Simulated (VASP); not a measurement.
# Tc3Mo (Pm-3m) in VASP: single point with LDA

Aim: the single point of Tc3Mo with LDA.

All numbers are computed with VASP 6.6.1; they aren't measurements. Logs are shortened: lines on timing, memory, paths and dates and some standing lists are left out, and cuts for length are marked.

### 1 The cell of the first run

It takes space group Pm-3m (No. 221, cubic). Conventional cell: a = 3.914 Å, b = 3.914 Å, c = 3.914 Å, α = 90.00°, β = 90.00°, γ = 90.00°. Within 3.6 Å of Tc (site symmetry 4/mmm) lie 8 Tc at 2.77 Å and 4 Mo at 2.77 Å. Mo (site symmetry m-3m) has 12 Tc at 2.77 Å within 3.6 Å.

### 2 Single point, LDA

Contents of INCAR:

```
  PREC = Accurate
  ENCUT = 520
  EDIFF = 1E-6
  ISMEAR = -1
  SIGMA = 0.05
  LREAL = F
  LASPH = T
  NELM = 100
  ALGO = Normal
  ISIF = 2
  LWAVE = F
  LCHARG = F
  NBANDS = 34
```

Contents of KPOINTS:

```
Automatic mesh
0
Gamma
  5 5 5
```

Contents of POSCAR:

```
Tc3Mo
1.0
    3.9143190000      0.0000000000      0.0000000000
    0.0000000000      3.9143190000      0.0000000000
    0.0000000000      0.0000000000      3.9143190000
Tc Mo
3 1
Direct
    0.0000000000      0.5000000000      0.5000000000
    0.5000000000      0.0000000000      0.5000000000
    0.5000000000      0.5000000000      0.0000000000
    0.0000000000      0.0000000000      0.0000000000
```

Potentials or basis: VASP PAW LDA potentials, release 64 (Tc_pv, Mo_sv).

Started as:

```bash
$ cat potpaw_LDA.64/Tc_pv/POTCAR potpaw_LDA.64/Mo_sv/POTCAR > POTCAR
$ mpirun -np 1 vasp_std > vasp.out
```

OUTCAR:

```text
PREC = Accurate
   ENCUT = 520
   EDIFF = 1E-6
   ISMEAR = -1
   LREAL = F
   LASPH = T
   NELM = 100
   ISIF = 2

 ion  position               nearest neighbor table
   1  0.000  0.500  0.500-   2 2.77   3 2.77   4 2.77   3 2.77   4 2.77   2 2.77   4 2.77   4 2.77
                             2 2.77   3 2.77   3 2.77   2 2.77
   2  0.500  0.000  0.500-   1 2.77   3 2.77   4 2.77   3 2.77   4 2.77   1 2.77   3 2.77   3 2.77
                             1 2.77   4 2.77   4 2.77   1 2.77
   3  0.500  0.500  0.000-   1 2.77   2 2.77   4 2.77   1 2.77   2 2.77   2 2.77   4 2.77   2 2.77
                             1 2.77   4 2.77   1 2.77   4 2.77
   4  0.000  0.000  0.000-   1 2.77   2 2.77   3 2.77   1 2.77   2 2.77   1 2.77   3 2.77   1 2.77
                             2 2.77   3 2.77   2 2.77   3 2.77

  LATTYP: Found a simple cubic cell.
 ALAT       =     3.9143190000

  Lattice vectors:

 A1 = (   3.9143190000,   0.0000000000,   0.0000000000)
 A2 = (   0.0000000000,   3.9143190000,   0.0000000000)
 A3 = (   0.0000000000,   0.0000000000,   3.9143190000)

Analysis of symmetry for initial positions (statically):
=====================================================================
 Subroutine PRICEL returns:
 Original cell was already a primitive cell.

 Routine SETGRP: Setting up the symmetry group for a
 simple cubic supercell.

 Subroutine GETGRP returns: Found 48 space group operations
 (whereof 48 operations were pure point group operations)
 out of a pool of 48 trial point group operations.

The static configuration has the point symmetry O_h .

Analysis of symmetry for dynamics (positions and initial velocities):
=====================================================================
 Subroutine PRICEL returns:
 Original cell was already a primitive cell.

 Routine SETGRP: Setting up the symmetry group for a
 simple cubic supercell.

 Subroutine GETGRP returns: Found 48 space group operations
 (whereof 48 operations were pure point group operations)
 out of a pool of 48 trial point group operations.

The dynamic configuration has the point symmetry O_h .

 Subroutine INISYM returns: Found 48 space group operations
 (whereof 48 operations are pure point group operations),
 and found     1 'primitive' translations

----------------------------------------------------------------------------------------

                                     Primitive cell

  volume of cell :      59.9748

  direct lattice vectors                    reciprocal lattice vectors
     3.914319000  0.000000000  0.000000000     0.255472280  0.000000000  0.000000000
     0.000000000  3.914319000  0.000000000     0.000000000  0.255472280  0.000000000
     0.000000000  0.000000000  3.914319000     0.000000000  0.000000000  0.255472280

  length of vectors
     3.914319000  3.914319000  3.914319000     0.255472280  0.255472280  0.255472280

  position of ions in fractional coordinates (direct lattice)
     0.000000000  0.500000000  0.500000000
     0.500000000  0.000000000  0.500000000
     0.500000000  0.500000000  0.000000000
     0.000000000  0.000000000  0.000000000

  ion indices of the primitive-cell ions
   primitive index   ion index
                 1           1
                 2           2
                 3           3
                 4           4

----------------------------------------------------------------------------------------

 KPOINTS: Automatic mesh

Automatic generation of k-mesh.
 Grid dimensions read from file:
 generate k-points for:    5    5    5

 Generating k-lattice:

  Cartesian coordinates                     Fractional coordinates (reciprocal lattice)
     0.051094456  0.000000000  0.000000000     0.200000000  0.000000000  0.000000000
     0.000000000  0.051094456  0.000000000     0.000000000  0.200000000  0.000000000
     0.000000000  0.000000000  0.051094456     0.000000000  0.000000000  0.200000000

  Length of vectors
     0.051094456  0.051094456  0.051094456

  Shift w.r.t. Gamma in fractional coordinates (k-lattice)
     0.000000000  0.000000000  0.000000000

 Subroutine IBZKPT returns following result:
 ===========================================

 Found     10 irreducible k-points:

 Following reciprocal coordinates:
            Coordinates               Weight
  0.000000  0.000000  0.000000      1.000000
  0.200000  0.000000  0.000000      6.000000
  0.400000  0.000000  0.000000      6.000000
  0.200000  0.200000  0.000000     12.000000
  0.400000  0.200000  0.000000     24.000000
  0.400000  0.400000  0.000000     12.000000
  0.200000  0.200000  0.200000      8.000000
  0.400000  0.200000  0.200000     24.000000
  0.400000  0.400000  0.200000     24.000000
  0.400000  0.400000  0.400000      8.000000
   k-points           NKPTS =     10   k-points in BZ     NKDIM =     10   number of bands    NBANDS=     34
   number of dos      NEDOS =    301   number of ions     NIONS =      4
   total plane-waves  NPLWV =  27000
   dimension x,y,z NGX =    30 NGY =   30 NGZ =   30
   dimension x,y,z NGXF=    60 NGYF=   60 NGZF=   60
   ions per type =               3   1
   NGX,Y,Z   is equivalent  to a cutoff of  12.74, 12.74, 12.74 a.u.
   NGXF,Y,Z  is equivalent  to a cutoff of  25.48, 25.48, 25.48 a.u.
 SYSTEM =  unknown system
   PREC   = accura    normal or accurate (medium, high low for compatibility)
   ISTART =      0    job   : 0-new  1-cont  2-samecut
   ICHARG =      2    charge: 1-file 2-atom 10-const
   ISPIN  =      1    spin polarized calculation?
   LNONCOLLINEAR =      F non collinear calculations
   LSORBIT =      F    spin-orbit coupling
   LASPH  =      T    aspherical Exc in radial PAW
   ENCUT  =  520.0 eV  38.22 Ry    6.18 a.u.   7.28  7.28  7.28*2*pi/ulx,y,z
   NELM   =    100;   NELMIN=  2; NELMDL= -5     # of ELM steps
   EDIFF  = 0.1E-05   stopping-criterion for ELM
   LREAL  =      F    real-space projection
   EDIFFG = 0.1E-04   stopping-criterion for IOM
   NSW    =      0    number of steps for IOM
   IBRION =     -1    ionic relax: 0-MD 1-quasi-New 2-CG
   NFREE  =      0    steps in history (QN), initial steepest desc. (CG)
   ISIF   =      2    stress and relaxation
   ISYM   =      2    0-nonsym 1-usesym 2-fastsym
   POTIM  = 0.5000    time-step for ionic-motion
   TEBEG  =    0.0;   TEEND  =   0.0 temperature during run
   PSTRESS=    0.0 pullay stress
   NELECT =      53.0000    total number of electrons
   NUPDOWN=      -1.0000    fix difference up-down
   EMIN   =  10.00;   EMAX   =-10.00  energy-range for DOS
   EFERMI =   0.00;   METHOD = LEGACY
   ISMEAR =    -1;   SIGMA  =   0.05  broadening in eV -4-tet -1-fermi 0-gaus
   EFERMI_NEDOS =   21; number of points for ismear=-14 and -15
   IALGO  =     38    algorithm
   IMIX   =      4    mixing-type and parameters
     AMIX     =   0.40;   BMIX     =  1.00
     AMIX_MAG =   1.60;   BMIX_MAG =  1.00
  volume/ion in A,a.u.               =      14.99       101.18
  Fermi-wavevector in a.u.,A,eV,Ry     =   1.571004  2.968767 33.579899  2.468053
  Thomas-Fermi vector in A             =   2.672653
   LORBIT       =      0    0 simple, 1 ext, 2 COOP (PROOUT), +10 PAW based schemes
   GGA     = CA    functional components
   LHFCALC =     F    Hartree Fock is set to
   AEXX    =    0.0000 exact exchange contribution
   IVDW    =     0    specifies the selected vdW correction
   LEPSILON=     F    determine dielectric tensor
   LRPA    =     F    only Hartree local field effects (RPA)
 non-spin polarized calculation
  energy-cutoff  :      520.00
  volume of cell :       59.97
 maximum number of plane-waves:      1628
 NGX is ok and might be reduce to    30
   NGX = 15   NGY = 15   NGZ = 15

 number of electron      52.9999980 magnetization

 Free energy of the ion-electron system (eV)
  ---------------------------------------------------
  ext. energy  EPLUGINS =         0.00000000
  ---------------------------------------------------
  free energy    TOTEN  =       -46.60010665 eV

  energy without entropy =      -46.55068360  energy(sigma->0) =      -46.57539512

 E-fermi :  12.1498     XC(G=0): -13.7694

 val. band max:       12.0827366933   @ k =   0.4000   0.0000   0.0000
 cond. band min:      12.1542141545   @ k =   0.4000   0.4000   0.0000
 fundamental gap:      0.0714774612
 Fermi energy:        12.1497843405

 k-point     1 :       0.0000    0.0000    0.0000
  band No.  band energies     occupation
      1     -48.3060      2.00000
      2     -26.8581      2.00000
      3     -26.8581      2.00000
      4     -26.8581      2.00000
      5     -26.3496      2.00000
      6     -26.3496      2.00000
[... 26 lines left out ...]
     33      15.9846      0.00000
     34      15.9846      0.00000

 k-point     2 :       0.2000    0.0000    0.0000
  band No.  band energies     occupation
      1     -48.3062      2.00000
      2     -26.8134      2.00000
      3     -26.8134      2.00000
      4     -26.7857      2.00000
      5     -26.3661      2.00000
      6     -26.3661      2.00000
[... 26 lines left out ...]
     33      15.0665      0.00000
     34      15.4679      0.00000

 k-point     3 :       0.4000    0.0000    0.0000
  band No.  band energies     occupation
      1     -48.3064      2.00000
      2     -26.7169      2.00000
      3     -26.7169      2.00000
      4     -26.5959      2.00000
      5     -26.4231      2.00000
      6     -26.4231      2.00000
[... 26 lines left out ...]
     33      14.5516      0.00000
     34      15.4710      0.00000
[... 186 lines left out ...]
 k-point     9 :       0.4000    0.4000    0.2000
  band No.  band energies     occupation
      1     -48.3054      2.00000
      2     -26.9135      2.00000
      3     -26.7426      2.00000
      4     -26.6511      2.00000
      5     -26.6292      2.00000
      6     -26.3542      2.00000
[... 26 lines left out ...]
     33      14.8267      0.00000
     34      15.3529      0.00000

 k-point    10 :       0.4000    0.4000    0.4000
  band No.  band energies     occupation
      1     -48.3045      2.00000
      2     -27.0379      2.00000
      3     -26.7757      2.00000
      4     -26.7757      2.00000
      5     -26.7671      2.00000
      6     -26.1733      2.00000
[... 26 lines left out ...]
     33      15.4539      0.00000
     34      15.4539      0.00000

------------------------ aborting loop because EDIFF is reached ----------------------------------------

  FORCE on cell =-STRESS in cart. coord.  units (eV):
  Direction    XX          YY          ZZ          XY          YZ          ZX
  --------------------------------------------------------------------------------------
  -------------------------------------------------------------------------------------
  Total       -6.0835771     -6.0835771     -6.0835771      0.0000000      0.0000000      0.0000000
  in kB     -162.5178073   -162.5178073   -162.5178073      0.0000000      0.0000000      0.0000000
  external PRESSURE =    -162.5178073 kB  Pullay stress =       0.0000000 kB

 VOLUME and BASIS-vectors are now :
 -----------------------------------------------------------------------------
  energy-cutoff  :      520.00
  volume of cell :       59.97
      direct lattice vectors                 reciprocal lattice vectors
     3.914319000  0.000000000  0.000000000     0.255472280  0.000000000  0.000000000
     0.000000000  3.914319000  0.000000000     0.000000000  0.255472280  0.000000000
     0.000000000  0.000000000  3.914319000     0.000000000  0.000000000  0.255472280

 POSITION                                       TOTAL-FORCE (eV/Angst)
 -----------------------------------------------------------------------------------
      0.00000      1.95716      1.95716         0.000000      0.000000      0.000000
      1.95716      0.00000      1.95716         0.000000      0.000000      0.000000
      1.95716      1.95716      0.00000         0.000000      0.000000      0.000000
      0.00000      0.00000      0.00000         0.000000      0.000000      0.000000
 -----------------------------------------------------------------------------------
    total drift:                                0.000000      0.000000     -0.000000

  FREE ENERGIE OF THE ION-ELECTRON SYSTEM (eV)
  ---------------------------------------------------
  free  energy   TOTEN  =       -46.6001066491 eV

  energy  without entropy=      -46.5506835963  energy(sigma->0) =      -46.57539512
```

It took 16 s on 1 thread of Intel Xeon 6975P-C, shared host; peak memory 0.15 GiB.

Results:

```
Free energy : -46.6001 eV
Pressure    : -16.3 GPa
```
